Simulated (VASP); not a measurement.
A run of VASP 6.6.1 is set up as follows.

The input INCAR:

```
SYSTEM = Pt
  PREC = Accurate
  ENCUT = 520
  EDIFF = 1E-6
  ISMEAR = -1
  SIGMA = 0.05
  LREAL = .False.
  LASPH = .True.
  NELM = 60
  ALGO = Fast
  ISIF = 2
  LWAVE = .False.
  LCHARG = .True.
  GGA = B5
  ALDAX = 1.0
  AGGAX = 1.0
  AGGAC = 1.0
  ALDAC = 0.0
  LELF = .True.
  LVHAR = .True.
  NBANDS = 11
```

The input KPOINTS:

```
Automatic mesh
0
Gamma
  7 7 7
  0 0 0
```

Contents of POSCAR:

```
Pt
1.0
    0.0000000000      1.9609000000      1.9609000000
    1.9609000000      0.0000000000      1.9609000000
    1.9609000000      1.9609000000      0.0000000000
Pt
1
Direct
    0.0000000000      0.0000000000      0.0000000000
```

Potentials or basis: VASP PAW PBE potentials, release 64 (Pt).

The run is started by

```bash
$ cat potpaw_PBE.64/Pt/POTCAR > POTCAR
$ mpirun -np 1 vasp_std > vasp.out
```

Question: Predict the pressure.

Answer: 28.4 GPa.

Question: Estimate the band gap on the k mesh.

Answer: Zero (band 5 reaches 12.16 eV, above the bottom of band 6 at 10.13 eV).

Caveat: the k points lie up to 0.40 Å⁻¹ apart; the PAW data sets were made with another functional, which shifts forces and pressure a little; spin-orbit coupling is left out, which moves the levels of the heavy elements.
